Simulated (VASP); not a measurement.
## Sb: single point with revPBE

Crystal: Sb.

```
CELL_PARAMETERS angstrom
3.24469 0.00000 0.00000
-1.62235 2.80998 0.00000
0.00000 0.00000 5.37518
ATOMIC_POSITIONS crystal
Sb 0.33333 0.66667 0.25000
Sb 0.66667 0.33333 0.75000
```

This cell differs from its parent crystal: volume scaled by 0.88.

```
Program                : VASP 6.6.1
Task                   : single point
Functional             : revPBE
Potentials or basis    : VASP PAW PBE potentials, release 64 (Sb)
Cutoff                 : 520 eV
k mesh                 : 12 × 12 × 7
Occupations            : fermi-dirac, width 0.1 eV
Spin                   : no spin polarisation
Dipole correction      : no
Further INCAR settings : ALGO = Normal; EDIFF = 1e-06; NBANDS = 12
```

```
Pressure               : 9.6 GPa
Band gap on the k mesh : zero (band 5 reaches 14.80 eV, above the bottom of band 6 at 6.61 eV)
```

Stress tensor (GPa, compression positive):
```
10.25  0.00  0.00
 0.00 10.25  0.00
 0.00  0.00  8.18
```

Levels at points of the mesh, in eV from the Fermi level:
```
           k point  band 1  band 2  band 3  band 4  band 5  band 6  band 7  band 8  band 9  band 10
(0.00, 0.00, 0.00)  -13.73   -9.56   -6.52    4.20    4.20    5.89    5.97    5.97    8.28     9.02
(0.50, 0.00, 0.00)   -9.63   -8.29   -4.60   -3.47   -2.57   -0.34    0.49    4.09    4.49     7.75
```

Run time: 20 s on 1 thread of AMD EPYC 9R14 (Zen 4), with other jobs on the host, peak memory 0.15 GiB.

Caveat: the PAW data sets were made with another functional, which shifts forces and pressure a little; spin-orbit coupling is left out, which moves the levels of the heavy elements.
